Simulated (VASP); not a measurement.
# TbHgB4 (P-6m2) in VASP: further runs, part 2 of 2

VASP 6.6.1.

### Step 4. Relaxation of cell and atoms, PBE

This run uses another cell than the first one, of 15.79 Å³/atom.

Input file INCAR:

```
SYSTEM = TbHgB4
  PREC = Accurate
  ENCUT = 500
  EDIFF = 1E-7
  ISMEAR = 0
  SIGMA = 0.2
  LREAL = .False.
  LASPH = .True.
  NELM = 200
  ALGO = Normal
  ISIF = 3
  LWAVE = .False.
  LCHARG = .False.
  GGA = PE
  IBRION = 2
  NSW = 36
  EDIFFG = -0.08
  GGA_COMPAT = .False.
  NELMIN = 4
  LMAXMIX = 6
```

Input file KPOINTS:

```
regular mesh
0
Gamma
  4 4 4
  0 0 0
```

Input file POSCAR:

```
TbHgB4
1.0
    5.1162079600      0.0000000000      0.0000000000
   -2.5581039800      4.4307660600      0.0000000000
    0.0000000000      0.0000000000      4.1799644300
Tb B Hg
1 4 1
Direct
    0.3333333300      0.6666666700      0.0000000000
    0.9075876200      0.0924123800      0.0000000000
    0.9075876200      0.8151752400      0.0000000000
    0.1848247600      0.0924123800      0.0000000000
    0.3333333300      0.6666666700      0.5000000000
    0.0000000000      0.0000000000      0.5000000000
```

Potentials or basis: VASP PAW PBE potentials, release 64 (Tb_3, B, Hg), 4f in core.

The run is started by

```console
$ cat potpaw_PBE.64/Tb_3/POTCAR potpaw_PBE.64/B/POTCAR potpaw_PBE.64/Hg/POTCAR > POTCAR
$ mpirun -np 1 vasp_std > vasp.out
```

OUTCAR:

```text
SYSTEM = TbHgB4
   PREC = Accurate
   ENCUT = 500
   EDIFF = 1E-7
   ISMEAR = 0
   LREAL = .False.
   LASPH = .True.
   NELM = 200
   ISIF = 3
   GGA = PE
   IBRION = 2
   NSW = 36
   EDIFFG = -0.08
   NELMIN = 4

 ion  position               nearest neighbor table
   1  0.333  0.667  0.000-   5 2.09   5 2.09   4 2.64   3 2.64   2 2.64   2 2.64   4 2.64   3 2.64
                             6 3.62   6 3.62   6 3.62   6 3.62   6 3.62   6 3.62
   2  0.908  0.092  0.000-   3 1.42   4 1.42   6 2.24   6 2.24   1 2.64   1 2.64
   3  0.908  0.815  0.000-   2 1.42   4 1.42   6 2.24   6 2.24   1 2.64   1 2.64
   4  0.185  0.092  0.000-   3 1.42   2 1.42   6 2.24   6 2.24   1 2.64   1 2.64
   5  0.333  0.667  0.500-   1 2.09   1 2.09   6 2.95   6 2.95   6 2.95
   6  0.000  0.000  0.500-   3 2.24   3 2.24   4 2.24   2 2.24   2 2.24   4 2.24   5 2.95   5 2.95
                             5 2.95   1 3.62   1 3.62   1 3.62   1 3.62   1 3.62   1 3.62

  LATTYP: Found a hexagonal cell.
 ALAT       =     5.1162079600
 C/A-ratio  =     0.8170044030

  Lattice vectors:

 A1 = (   5.1162079600,   0.0000000000,   0.0000000000)
 A2 = (  -2.5581039800,   4.4307660600,   0.0000000000)
 A3 = (   0.0000000000,   0.0000000000,   4.1799644300)

Analysis of symmetry for initial positions (statically):
=====================================================================
 Subroutine PRICEL returns:
 Original cell was already a primitive cell.

 Routine SETGRP: Setting up the symmetry group for a
 hexagonal supercell.

 Subroutine GETGRP returns: Found 12 space group operations
 (whereof 12 operations were pure point group operations)
 out of a pool of 24 trial point group operations.

The static configuration has the point symmetry D_3h.

Analysis of symmetry for dynamics (positions and initial velocities):
=====================================================================
 Subroutine PRICEL returns:
 Original cell was already a primitive cell.

 Routine SETGRP: Setting up the symmetry group for a
 hexagonal supercell.

 Subroutine GETGRP returns: Found 12 space group operations
 (whereof 12 operations were pure point group operations)
 out of a pool of 24 trial point group operations.

The dynamic configuration has the point symmetry D_3h.

 Subroutine INISYM returns: Found 12 space group operations
 (whereof 12 operations are pure point group operations),
 and found     1 'primitive' translations

----------------------------------------------------------------------------------------

                                     Primitive cell

  volume of cell :      94.7544

  direct lattice vectors                    reciprocal lattice vectors
     5.116207960  0.000000000  0.000000000     0.195457262  0.112847303  0.000000000
    -2.558103980  4.430766060  0.000000000     0.000000000  0.225694606  0.000000000
     0.000000000  0.000000000  4.179964430     0.000000000  0.000000000  0.239236486

  length of vectors
     5.116207960  5.116207956  4.179964430     0.225694606  0.225694606  0.239236486

  position of ions in fractional coordinates (direct lattice)
     0.333333330  0.666666670  0.000000000
     0.907587620  0.092412380  0.000000000
     0.907587620  0.815175240  0.000000000
     0.184824760  0.092412380  0.000000000
     0.333333330  0.666666670  0.500000000
     0.000000000  0.000000000  0.500000000

  ion indices of the primitive-cell ions
   primitive index   ion index
                 1           1
                 2           2
                 3           3
[... 41 lines left out ...]
  0.250000 -0.000000  0.500000      6.000000
  0.500000 -0.000000  0.500000      3.000000
  0.250000  0.250000  0.500000      6.000000
   k-points           NKPTS =     12   k-points in BZ     NKDIM =     12   number of bands    NBANDS=     20
   number of dos      NEDOS =    301   number of ions     NIONS =      6
   total plane-waves  NPLWV =  48000
   dimension x,y,z NGX =    40 NGY =   40 NGZ =   30
   dimension x,y,z NGXF=    80 NGYF=   80 NGZF=   60
   ions per type =               1   4   1
   NGX,Y,Z   is equivalent  to a cutoff of  13.00, 13.00, 11.93 a.u.
   NGXF,Y,Z  is equivalent  to a cutoff of  26.00, 26.00, 23.86 a.u.
 SYSTEM =  TbHgB4
   PREC   = accura    normal or accurate (medium, high low for compatibility)
   ISTART =      0    job   : 0-new  1-cont  2-samecut
   ICHARG =      2    charge: 1-file 2-atom 10-const
   ISPIN  =      1    spin polarized calculation?
   LNONCOLLINEAR =      F non collinear calculations
   LSORBIT =      F    spin-orbit coupling
   LASPH  =      T    aspherical Exc in radial PAW
   ENCUT  =  500.0 eV  36.75 Ry    6.06 a.u.   9.33  9.33  7.62*2*pi/ulx,y,z
   NELM   =    200;   NELMIN=  4; NELMDL= -5     # of ELM steps
   EDIFF  = 0.1E-06   stopping-criterion for ELM
   LREAL  =      F    real-space projection
   EDIFFG = -.8E-01   stopping-criterion for IOM
   NSW    =     36    number of steps for IOM
   IBRION =      2    ionic relax: 0-MD 1-quasi-New 2-CG
   NFREE  =      1    steps in history (QN), initial steepest desc. (CG)
   ISIF   =      3    stress and relaxation
   ISYM   =      2    0-nonsym 1-usesym 2-fastsym
   POTIM  = 0.5000    time-step for ionic-motion
   TEBEG  =    0.0;   TEEND  =   0.0 temperature during run
   PSTRESS=    0.0 pullay stress
   NELECT =      33.0000    total number of electrons
   NUPDOWN=      -1.0000    fix difference up-down
   EMIN   =  10.00;   EMAX   =-10.00  energy-range for DOS
   EFERMI =   0.00;   METHOD = LEGACY
   ISMEAR =     0;   SIGMA  =   0.20  broadening in eV -4-tet -1-fermi 0-gaus
   EFERMI_NEDOS =   21; number of points for ismear=-14 and -15
   IALGO  =     38    algorithm
   IMIX   =      4    mixing-type and parameters
     AMIX     =   0.40;   BMIX     =  1.00
     AMIX_MAG =   1.60;   BMIX_MAG =  1.00
  volume/ion in A,a.u.               =      15.79       106.57
  Fermi-wavevector in a.u.,A,eV,Ry     =   1.151807  2.176599 18.050288  1.326659
  Thomas-Fermi vector in A             =   2.288462
   LORBIT       =      0    0 simple, 1 ext, 2 COOP (PROOUT), +10 PAW based schemes
   GGA     = PE    functional components
   LHFCALC =     F    Hartree Fock is set to
   AEXX    =    0.0000 exact exchange contribution
   IVDW    =     0    specifies the selected vdW correction
   LEPSILON=     F    determine dielectric tensor
   LRPA    =     F    only Hartree local field effects (RPA)
 conjugate gradient relaxation of ions
 non-spin polarized calculation
 Gauss-broadening in eV      SIGMA  =   0.20
  energy-cutoff  :      500.00
  volume of cell :       94.75
 maximum number of plane-waves:      2439
 NGX is ok and might be reduce to    40
   NGX = 19   NGY = 19   NGZ = 15

--------------------------------------- Ionic step        1  -------------------------------------------

 number of electron      33.0000000 magnetization

 Free energy of the ion-electron system (eV)
  ---------------------------------------------------
  ext. energy  EPLUGINS =         0.00000000
  ---------------------------------------------------
  free energy    TOTEN  =       -20.03815272 eV

  energy without entropy =      -19.96792061  energy(sigma->0) =      -20.00303666

------------------------ aborting loop because EDIFF is reached ----------------------------------------

  FORCE on cell =-STRESS in cart. coord.  units (eV):
  Direction    XX          YY          ZZ          XY          YZ          ZX
  --------------------------------------------------------------------------------------
  -------------------------------------------------------------------------------------
  Total       12.0264928     12.0264928     26.3463274      0.0000000     -0.0000000      0.0000000
  in kB      203.3527181    203.3527177    445.4829342      0.0000000     -0.0000000      0.0000000
  external PRESSURE =     284.0627900 kB  Pullay stress =       0.0000000 kB
[... 101 lines left out ...]
  FREE ENERGIE OF THE ION-ELECTRON SYSTEM (eV)
  ---------------------------------------------------
  free  energy   TOTEN  =       -20.5454277867 eV

  energy  without entropy=      -20.4089443001  energy(sigma->0) =      -20.47718604

[... ionic steps 4 to 10 ...]

--------------------------------------- Ionic step       11  -------------------------------------------

 number of electron      33.0000003 magnetization

------------------------ aborting loop because EDIFF is reached ----------------------------------------
[... 75 lines left out ...]
--------------------------------------- Ionic step       13  -------------------------------------------

 number of electron      33.0000004 magnetization

 Free energy of the ion-electron system (eV)
  ---------------------------------------------------
  ext. energy  EPLUGINS =         0.00000000
  ---------------------------------------------------
  free energy    TOTEN  =       -23.51491540 eV

  energy without entropy =      -23.41982269  energy(sigma->0) =      -23.46736905

 E-fermi :   1.5498     XC(G=0):  -9.3033

 val. band max:        1.4996815709   @ k =   0.5000  -0.0000   0.0000
 cond. band min:       1.5540717975   @ k =   0.2500   0.2500   0.0000
 fundamental gap:      0.0543902265
 Fermi energy:         1.5497703429

 k-point     1 :       0.0000    0.0000    0.0000
  band No.  band energies     occupation
      1     -19.8599      2.00000
      2     -19.8131      2.00000
      3     -19.8131      2.00000
      4     -10.3362      2.00000
      5      -5.7242      2.00000
      6      -5.3934      2.00000
[... 298 lines left out ...]
  FREE ENERGIE OF THE ION-ELECTRON SYSTEM (eV)
  ---------------------------------------------------
  free  energy   TOTEN  =       -23.5149154046 eV

  energy  without entropy=      -23.4198226892  energy(sigma->0) =      -23.46736905

 reached required accuracy - stopping structural energy minimisation
```

Wall time 5.5 min (1 thread of Intel Xeon Platinum 8488C (Sapphire Rapids), shared host); peak memory 0.23 GiB.

What came out:

| Property | Result |
| --- | --- |
| Free energy | -23.5149 eV |
| Relaxed volume | 18.88 Å³/atom |
| Relaxed cell | a = 5.091 Å, b = 5.091 Å, c = 5.047 Å, α = 90.00°, β = 90.00°, γ = 120.00° |
| Space group after relaxing (to 0.1 Å) | P-6m2 (No. 187) |
| Energy gained by relaxing | 579.5 meV/atom |
| Ionic steps | 13 |
| Pressure after relaxing | -0.1 GPa |
| Largest force after relaxing | 0.058 eV/Å |
| Band gap on the k mesh | zero (an odd number of electrons rules out a gap without spin polarisation) |

Forces in eV/Å, atoms in the order of the input:
```
Tb   0.000  0.000  0.000
B   -0.050  0.029  0.000
B    0.000 -0.058  0.000
B    0.050  0.029  0.000
B    0.000  0.000  0.000
Hg   0.000  0.000  0.000
```

The path:
| step | energy change (eV) | largest force (eV/Å) | pressure (GPa) | volume (Å³) |
| --- | --- | --- | --- | --- |
| 1 | 0.0000 | 9.5656 | 28.41 | 94.75 |
| 2 | 0.4131 | 1.5977 | -9.75 | 138.11 |
| 3 | -0.5073 | 2.1864 | -8.77 | 129.04 |
| 4 | -1.2569 | 2.4692 | -7.19 | 121.90 |
| 5 | -2.3970 | 2.1964 | 0.71 | 107.80 |
| 6 | -2.3430 | 0.1293 | 7.55 | 102.32 |
| 7 | -2.4422 | 1.7409 | 2.58 | 105.98 |
| 8 | -3.4199 | 0.7693 | -1.28 | 113.72 |
| 9 | -3.4605 | 0.2541 | -1.57 | 116.25 |
| 10 | -3.4618 | 0.3520 | -1.55 | 115.81 |
| 11 | -3.4620 | 0.7134 | 0.85 | 112.76 |
| 12 | -3.4737 | 0.1608 | -0.38 | 114.25 |
| 13 | -3.4768 | 0.0575 | -0.15 | 113.30 |

Final structure:
```cif
data_structure
_symmetry_space_group_name_H-M 'P 1'
_symmetry_Int_Tables_number 1
_cell_length_a 5.0913
_cell_length_b 5.0913
_cell_length_c 5.0471
_cell_angle_alpha 90.000
_cell_angle_beta 90.000
_cell_angle_gamma 120.000
_cell_volume 113.30
loop_
_atom_site_label
_atom_site_type_symbol
_atom_site_fract_x
_atom_site_fract_y
_atom_site_fract_z
_atom_site_occupancy
Tb1 Tb 0.33333 0.66667 0.00000 1
B1 B 0.89410 0.10590 0.00000 1
B2 B 0.89410 0.78819 0.00000 1
B3 B 0.21181 0.10590 0.00000 1
B4 B 0.33333 0.66667 0.50000 1
Hg1 Hg 0.00000 0.00000 0.50000 1
```

Caveat: the k points lie up to 0.36 Å⁻¹ apart in the final cell, too coarse for converged energies and pressures of a metal; the volume moved by over 15 % at a fixed basis, so the end points are rough; spin-orbit coupling is left out, which moves the levels of the heavy elements; the 4f electrons are frozen in the core, so they carry no moment and show no levels; the relaxation stopped at a loose force limit of 0.08 eV/Å, so its end isn't a converged minimum. Spin polarisation is off, so any magnetic state and its effect on volume and gap are missing.

### Step 5. Summary

| cell | k mesh | gap on the mesh (eV) | pressure (GPa) | relaxed volume (Å³/atom) | largest force (eV/Å) |
| --- | --- | --- | --- | --- | --- |
| relaxed from a = 4.145, b = 4.145, c = 6.900 Å, angles 90.0, 90.0, 120.0°, 6 atoms, atomic positions A | 5 × 5 × 3 | none | 0.1 | 15.88 | 0.02 |
| relaxed from a = 5.060, b = 5.060, c = 4.063 Å, angles 90.0, 90.0, 120.0°, 6 atoms, atomic positions B | 4 × 4 × 4 | none | -0.2 | 12.16 | 0.03 |
| relaxed from a = 5.116, b = 5.116, c = 4.180 Å, angles 90.0, 90.0, 120.0°, 6 atoms, atomic positions C | 4 × 4 × 4 | none | -0.1 | 18.88 | 0.06 |

Alike in all rows: task relaxation of cell and atoms; level PBE; potentials or basis VASP PAW PBE potentials, release 64 (Tb_3, B, Hg), 4f in core; no spin polarisation; cutoff (eV) 500; smearing gaussian 0.2 eV.

Caveats: some runs use coarse meshes; spin-orbit coupling is left out, which moves the levels of the heavy elements; the 4f electrons are frozen in the core, so they carry no moment and show no levels; the volume moved by over 15 % at a fixed basis, so the end points are rough (at least some runs); a cell axis changed by over 15 % at a fixed basis, so the end point is rough (at least some runs); the relaxation stopped at a loose force limit of 0.08 eV/Å, so its end isn't a converged minimum (at least some runs).

Total energies depend on the potentials used, so only differences within one code and one set of settings carry meaning.

The gap in the log of VASP goes by the Fermi energy; the results here count the filled bands.